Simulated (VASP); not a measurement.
A run of VASP 6.6.1 is set up as follows.

File INCAR:

```
SYSTEM = LiF
PREC = Accurate ; ENCUT = 600
EDIFF = 1E-7 ; ISMEAR = 0
SIGMA = 0.02 ; LREAL = .FALSE.
LASPH = .TRUE. ; NELM = 80
ALGO = Normal ; ISIF = 3
LWAVE = .FALSE. ; LCHARG = .FALSE.
GGA = PE ; IBRION = 2
NSW = 100 ; EDIFFG = -0.01
```

KPOINTS

```
Automatic mesh
0
G
  6 6 6
  0 0 0
```

Contents of POSCAR:

```
LiF
1.0
    3.0917879401      1.7850445995      3.6064946995
   -3.0917879401      1.7850445995      3.6064946995
    0.0000000000     -3.5700891989      3.6064946995
Li F
5 5
Direct
    0.1778502721      0.1778502721      0.1778502721
    0.8221497279      0.8221497279      0.8221497279
    0.5957978843      0.0000000000      0.4042021157
    0.4042021157      0.5957978843      0.0000000000
    0.0000000000      0.4042021157      0.5957978843
    0.3485704917      0.3485704917      0.3485704917
    0.0855887644      0.5000000000      0.9144112356
    0.9144112356      0.0855887644      0.5000000000
    0.5000000000      0.9144112356      0.0855887644
    0.6514295083      0.6514295083      0.6514295083
```

Potentials or basis: VASP PAW PBE potentials, release 64 (Li_sv, F).

Run with:

```bash
$ cat potpaw_PBE.64/Li_sv/POTCAR potpaw_PBE.64/F/POTCAR > POTCAR
$ mpirun -np 1 vasp_std > vasp.out
```

**Question.** Estimate the band gap on the k mesh.

**Answer.** 6.13 eV.

**Question.** What does it give for the relaxed volume?

**Answer.** 11.87 Å³/atom.

**Question.** Estimate the relaxed cell.

**Answer.** a = 5.063 Å, b = 5.063 Å, c = 5.063 Å, α = 75.10°, β = 75.10°, γ = 75.10°.

Step by step:
```csv
step,energy change (eV),largest force (eV/Å),pressure (GPa),volume (Å³)
1,0.0000,0.0264,-0.22,119.43
2,-0.0004,0.0248,-0.13,119.14
3,-0.0006,0.0219,0.03,118.68
4,-0.0007,0.0094,0.03,118.66
```

Caveat: the cutoff is under 1.25 times the usual one of these potentials, so pressure, stress and relaxed cells hold a basis-set (Pulay) error. A k mesh can miss the band edges.
